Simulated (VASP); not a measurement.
# Au in VASP: single point with PBEsol

Aim: the single point of Au with PBEsol.

All numbers are computed with VASP 6.6.1; they aren't measurements. Logs are shortened: lines on timing, memory, paths and dates and some standing lists are left out, and cuts for length are marked.

## Step 1: The cell of the first run

The cell holds a slab with vacuum, 5 atoms: a = 2.888 Å, b = 2.888 Å, c = 24.167 Å, α = 90.00°, β = 90.00°, γ = 90.00°.

## Step 2: Single point, PBEsol

The input, INCAR:

```
PREC     = Accurate       # precision mode
ENCUT    = 400            # plane-wave cutoff, eV
EDIFF    = 1E-6           # SCF threshold, eV
ISMEAR   = 0              # smearing method
SIGMA    = 0.05           # smearing width, eV
LREAL    = F              # projectors in reciprocal space
LASPH    = T              # aspherical terms in the spheres
NELM     = 120            # most SCF steps
ALGO     = Normal         # electronic algorithm
ISIF     = 2              # what is computed and relaxed
LWAVE    = F              # write WAVECAR
LCHARG   = F              # write CHGCAR
LDIPOL   = T            
IDIPOL   = 3            
DIPOL    = 0.5 0.5 0.500
GGA      = PS             # functional
NBANDS   = 36             # bands
GGA_COMPAT= F            
NELMDL   = -8
```

The input, KPOINTS:

```
Automatic mesh
0
Gamma
  13 13 1
```

The input, POSCAR:

```
Au
1.0
    2.8875034115      0.0000000000      0.0000000000
    0.0000000000      2.8875034115      0.0000000000
    0.0000000000      0.0000000000     24.1671000000
Au
5
Direct
    0.0000000000      0.0000000000      0.3327254370
    0.5000000000      0.5000000000      0.4156039609
    0.0000000000      0.0000000000      0.4999999997
    0.5000000000      0.5000000000      0.5843960390
    0.0000000000      0.0000000000      0.6672745634
```

Potentials or basis: VASP PAW PBE potentials, release 64 (Au).

Command:

```bash
$ cat potpaw_PBE.64/Au/POTCAR > POTCAR
$ mpirun -np 1 vasp_std > vasp.out
```

OUTCAR:

```text
PREC = Accurate
   ENCUT = 400
   EDIFF = 1E-6
   ISMEAR = 0
   LREAL = F
   LASPH = T
   NELM = 120
   ISIF = 2
   GGA = PS
   NELMDL = -8

 ion  position               nearest neighbor table
   1  0.000  0.000  0.333-   2 2.86   2 2.86   2 2.86   2 2.86
   2  0.500  0.500  0.416-   1 2.86   1 2.86   1 2.86   1 2.86   3 2.89   3 2.89   3 2.89   3 2.89

   3  0.000  0.000  0.500-   2 2.89   2 2.89   2 2.89   2 2.89   4 2.89   4 2.89   4 2.89   4 2.89

   4  0.500  0.500  0.584-   5 2.86   5 2.86   5 2.86   5 2.86   3 2.89   3 2.89   3 2.89   3 2.89

   5  0.000  0.000  0.667-   4 2.86   4 2.86   4 2.86   4 2.86

  LATTYP: Found a simple tetragonal cell.
 ALAT       =     2.8875034115
 C/A-ratio  =     8.3695485532

  Lattice vectors:

 A1 = (   2.8875034115,   0.0000000000,   0.0000000000)
 A2 = (   0.0000000000,   2.8875034115,   0.0000000000)
 A3 = (   0.0000000000,   0.0000000000,  24.1671000000)

Analysis of symmetry for initial positions (statically):
=====================================================================
 Subroutine PRICEL returns:
 Original cell was already a primitive cell.

 Routine SETGRP: Setting up the symmetry group for a
 simple tetragonal supercell.

 Subroutine GETGRP returns: Found 16 space group operations
 (whereof 16 operations were pure point group operations)
 out of a pool of 16 trial point group operations.

The static configuration has the point symmetry D_4h.

Analysis of symmetry for dynamics (positions and initial velocities):
=====================================================================
 Subroutine PRICEL returns:
 Original cell was already a primitive cell.

 Routine SETGRP: Setting up the symmetry group for a
 simple tetragonal supercell.

 Subroutine GETGRP returns: Found 16 space group operations
 (whereof 16 operations were pure point group operations)
 out of a pool of 16 trial point group operations.

The dynamic configuration has the point symmetry D_4h.

 Subroutine INISYM returns: Found 16 space group operations
 (whereof 16 operations are pure point group operations),
 and found     1 'primitive' translations

----------------------------------------------------------------------------------------

                                     Primitive cell

  volume of cell :     201.4974

  direct lattice vectors                    reciprocal lattice vectors
     2.887503412  0.000000000  0.000000000     0.346319937  0.000000000  0.000000000
     0.000000000  2.887503412  0.000000000     0.000000000  0.346319937  0.000000000
     0.000000000  0.000000000 24.167100000     0.000000000  0.000000000  0.041378568

  length of vectors
     2.887503412  2.887503412 24.167100000     0.346319937  0.346319937  0.041378568

  position of ions in fractional coordinates (direct lattice)
     0.000000000  0.000000000  0.332725437
     0.500000000  0.500000000  0.415603961
     0.000000000  0.000000000  0.500000000
     0.500000000  0.500000000  0.584396039
     0.000000000  0.000000000  0.667274563

  ion indices of the primitive-cell ions
   primitive index   ion index
                 1           1
                 2           2
                 3           3
                 4           4
                 5           5

----------------------------------------------------------------------------------------

 KPOINTS: Automatic mesh

Automatic generation of k-mesh.
 Grid dimensions read from file:
 generate k-points for:   13   13    1

 Generating k-lattice:

  Cartesian coordinates                     Fractional coordinates (reciprocal lattice)
     0.026639995  0.000000000  0.000000000     0.076923077  0.000000000  0.000000000
     0.000000000  0.026639995  0.000000000     0.000000000  0.076923077  0.000000000
     0.000000000  0.000000000  0.041378568     0.000000000  0.000000000  1.000000000

  Length of vectors
     0.026639995  0.026639995  0.041378568

  Shift w.r.t. Gamma in fractional coordinates (k-lattice)
     0.000000000  0.000000000  0.000000000

 Subroutine IBZKPT returns following result:
 ===========================================

 Found     28 irreducible k-points:

 Following reciprocal coordinates:
            Coordinates               Weight
  0.000000  0.000000  0.000000      1.000000
  0.076923  0.000000  0.000000      4.000000
  0.153846  0.000000  0.000000      4.000000
  0.230769  0.000000  0.000000      4.000000
  0.307692  0.000000  0.000000      4.000000
  0.384615  0.000000  0.000000      4.000000
[... 16 lines left out ...]
  0.307692  0.307692  0.000000      4.000000
  0.384615  0.307692  0.000000      8.000000
 [... further k-points ...]
   k-points           NKPTS =     28   k-points in BZ     NKDIM =     28   number of bands    NBANDS=     36
   number of dos      NEDOS =    301   number of ions     NIONS =      5
   total plane-waves  NPLWV =  64000
   dimension x,y,z NGX =    20 NGY =   20 NGZ =  160
   dimension x,y,z NGXF=    40 NGYF=   40 NGZF=  320
   ions per type =               5
   NGX,Y,Z   is equivalent  to a cutoff of  11.51, 11.51, 11.01 a.u.
   NGXF,Y,Z  is equivalent  to a cutoff of  23.03, 23.03, 22.01 a.u.
 SYSTEM =  unknown system
   PREC   = accura    normal or accurate (medium, high low for compatibility)
   ISTART =      0    job   : 0-new  1-cont  2-samecut
   ICHARG =      2    charge: 1-file 2-atom 10-const
   ISPIN  =      1    spin polarized calculation?
   LNONCOLLINEAR =      F non collinear calculations
   LSORBIT =      F    spin-orbit coupling
   LASPH  =      T    aspherical Exc in radial PAW
   ENCUT  =  400.0 eV  29.40 Ry    5.42 a.u.   4.71  4.71 39.41*2*pi/ulx,y,z
   NELM   =    120;   NELMIN=  2; NELMDL= -8     # of ELM steps
   EDIFF  = 0.1E-05   stopping-criterion for ELM
   LREAL  =      F    real-space projection
   EDIFFG = 0.1E-04   stopping-criterion for IOM
   NSW    =      0    number of steps for IOM
   IBRION =     -1    ionic relax: 0-MD 1-quasi-New 2-CG
   NFREE  =      0    steps in history (QN), initial steepest desc. (CG)
   ISIF   =      2    stress and relaxation
   ISYM   =      2    0-nonsym 1-usesym 2-fastsym
   POTIM  = 0.5000    time-step for ionic-motion
   TEBEG  =    0.0;   TEEND  =   0.0 temperature during run
   PSTRESS=    0.0 pullay stress
   NELECT =      55.0000    total number of electrons
   NUPDOWN=      -1.0000    fix difference up-down
   EMIN   =  10.00;   EMAX   =-10.00  energy-range for DOS
   EFERMI =   0.00;   METHOD = LEGACY
   ISMEAR =     0;   SIGMA  =   0.05  broadening in eV -4-tet -1-fermi 0-gaus
   EFERMI_NEDOS =   21; number of points for ismear=-14 and -15
   IALGO  =     38    algorithm
   IMIX   =      4    mixing-type and parameters
     AMIX     =   0.40;   BMIX     =  1.00
     AMIX_MAG =   1.60;   BMIX_MAG =  1.00
  volume/ion in A,a.u.               =      40.30       271.95
  Fermi-wavevector in a.u.,A,eV,Ry     =   1.061954  2.006803 15.343932  1.127747
  Thomas-Fermi vector in A             =   2.197388
   LORBIT       =      0    0 simple, 1 ext, 2 COOP (PROOUT), +10 PAW based schemes
   GGA     = PS    functional components
   LHFCALC =     F    Hartree Fock is set to
   AEXX    =    0.0000 exact exchange contribution
   IVDW    =     0    specifies the selected vdW correction
   LEPSILON=     F    determine dielectric tensor
   LRPA    =     F    only Hartree local field effects (RPA)
 non-spin polarized calculation
 Gauss-broadening in eV      SIGMA  =   0.05
  energy-cutoff  :      400.00
  volume of cell :      201.50
 maximum number of plane-waves:      3715
 NGX is ok and might be reduce to    20
   NGX =  9   NGY =  9   NGZ = 79

 dipolmoment           0.000000      0.000000     -0.000000 electrons x Angstroem

 number of electron      54.9999976 magnetization

 dipolmoment           0.000000      0.000000      0.000000 electrons x Angstroem

 Free energy of the ion-electron system (eV)
  ---------------------------------------------------
  ext. energy  EPLUGINS =         0.00000000
  ---------------------------------------------------
  free energy    TOTEN  =       -18.39450977 eV

  energy without entropy =      -18.39262780  energy(sigma->0) =      -18.39356879

 E-fermi :   0.8928     XC(G=0):  -6.1355

 val. band max:        0.8748675428   @ k =   0.4615   0.1538   0.0000
 cond. band min:       0.9056697781   @ k =   0.0000   0.0000   0.0000
 fundamental gap:      0.0308022353
 Fermi energy:         0.8928031089

 k-point     1 :       0.0000    0.0000    0.0000
  band No.  band energies     occupation
      1      -8.6188      2.00000
      2      -7.4877      2.00000
      3      -6.2156      2.00000
      4      -5.7398      2.00000
      5      -5.6835      2.00000
      6      -5.5176      2.00000
[... 28 lines left out ...]
     35       8.3562      0.00000
     36       8.8857      0.00000

 k-point     2 :       0.0769    0.0000    0.0000
  band No.  band energies     occupation
      1      -8.4858      2.00000
      2      -7.3706      2.00000
      3      -6.1182      2.00000
      4      -5.6528      2.00000
      5      -5.6023      2.00000
      6      -5.4242      2.00000
[... 28 lines left out ...]
     35       8.4554      0.00000
     36       8.7977      0.00000

 k-point     3 :       0.1538    0.0000    0.0000
  band No.  band energies     occupation
      1      -8.1031      2.00000
      2      -7.0557      2.00000
      3      -5.9105      2.00000
      4      -5.4688      2.00000
      5      -5.3235      2.00000
      6      -5.2760      2.00000
[... 28 lines left out ...]
     35       8.2240      0.00000
     36       8.7088      0.00000

 k-point     4 :       0.2308    0.0000    0.0000
  band No.  band energies     occupation
      1      -7.5245      2.00000
      2      -6.6631      2.00000
      3      -5.7709      2.00000
      4      -5.2940      2.00000
      5      -5.1807      2.00000
      6      -4.8687      2.00000
[... 28 lines left out ...]
     35       7.9125      0.00000
     36       7.9618      0.00000

 k-point     5 :       0.3077    0.0000    0.0000
  band No.  band energies     occupation
      1      -6.8608      2.00000
      2      -6.3662      2.00000
      3      -5.7663      2.00000
      4      -5.1561      2.00000
      5      -5.1071      2.00000
      6      -4.4017      2.00000
[... 655 lines left out ...]
 k-point    22 :       0.4615    0.2308    0.0000
  band No.  band energies     occupation
      1      -5.5118      2.00000
      2      -5.4510      2.00000
      3      -5.2636      2.00000
      4      -5.2142      2.00000
      5      -4.9391      2.00000
      6      -4.5817      2.00000
[... 28 lines left out ...]
     35       8.3047      0.00000
     36       9.3003      0.00000

 k-point    23 :       0.3077    0.3077    0.0000
  band No.  band energies     occupation
      1      -5.7319      2.00000
      2      -5.1079      2.00000
      3      -5.0546      2.00000
      4      -5.0349      2.00000
      5      -4.9128      2.00000
      6      -4.7176      2.00000
[... 28 lines left out ...]
     35       8.4475      0.00000
     36       9.0596      0.00000

 k-point    24 :       0.3846    0.3077    0.0000
  band No.  band energies     occupation
      1      -5.6202      2.00000
      2      -5.3144      2.00000
      3      -5.2638      2.00000
      4      -5.2140      2.00000
      5      -4.8636      2.00000
      6      -4.8202      2.00000
[... 28 lines left out ...]
     35       8.6301      0.00000
     36       8.9490      0.00000

 [... further k-points ...]

------------------------ aborting loop because EDIFF is reached ----------------------------------------

 vacuum level on the upper side and lower side of the slab       (xc-potential included)        -0.010        -0.010

  FORCE on cell =-STRESS in cart. coord.  units (eV):
  Direction    XX          YY          ZZ          XY          YZ          ZX
  --------------------------------------------------------------------------------------
  -------------------------------------------------------------------------------------
  Total       -2.5502995     -2.5502995     -0.0659850      0.0000000      0.0000000     -0.0000000
  in kB      -20.2783316    -20.2783316     -0.5246699      0.0000000      0.0000000     -0.0000000
  external PRESSURE =     -13.6937777 kB  Pullay stress =       0.0000000 kB

 VOLUME and BASIS-vectors are now :
 -----------------------------------------------------------------------------
  energy-cutoff  :      400.00
  volume of cell :      201.50
      direct lattice vectors                 reciprocal lattice vectors
     2.887503412  0.000000000  0.000000000     0.346319937  0.000000000  0.000000000
     0.000000000  2.887503412  0.000000000     0.000000000  0.346319937  0.000000000
     0.000000000  0.000000000 24.167100000     0.000000000  0.000000000  0.041378568

 POSITION                                       TOTAL-FORCE (eV/Angst)
 -----------------------------------------------------------------------------------
      0.00000      0.00000      8.04101         0.000000      0.000000      0.013206
      1.44375      1.44375     10.04394        -0.000000     -0.000000     -0.023286
      0.00000      0.00000     12.08355        -0.000000      0.000000      0.000000
      1.44375      1.44375     14.12316        -0.000000     -0.000000      0.023286
      0.00000      0.00000     16.12609        -0.000000      0.000000     -0.013206
 -----------------------------------------------------------------------------------
    total drift:                               -0.000000      0.000000      0.000001

  FREE ENERGIE OF THE ION-ELECTRON SYSTEM (eV)
  ---------------------------------------------------
  free  energy   TOTEN  =       -18.3945097700 eV

  energy  without entropy=      -18.3926278023  energy(sigma->0) =      -18.39356879

 vacuum level on the upper side and lower side of the slab         6.042         6.042
```

Run time: 2.9 min. Hardware: 1 thread of AMD EPYC 7R43 (Zen 3), shared host; peak memory 0.25 GiB.

What came out:

* Free energy: -18.3945 eV
* Largest force: 0.023 eV/Å

Forces on the atoms (eV/Å):
```
Au   0.000  0.000  0.013
Au   0.000  0.000 -0.023
Au   0.000  0.000  0.000
Au   0.000  0.000  0.023
Au   0.000  0.000 -0.013
```

Levels at points of the mesh, in eV from the Fermi level:
| k point | band 25 | band 26 | band 27 | band 28 | band 29 | band 30 | band 31 | band 32 |
| --- | --- | --- | --- | --- | --- | --- | --- | --- |
| (0.00, 0.00, 0.00) | -2.11 | -1.85 | -1.79 | -1.65 | -1.65 | 0.01 | 1.38 | 4.92 |

Caveat: the PAW data sets were made with another functional, which shifts forces and pressure a little; spin-orbit coupling is left out, which moves the levels of the heavy elements.
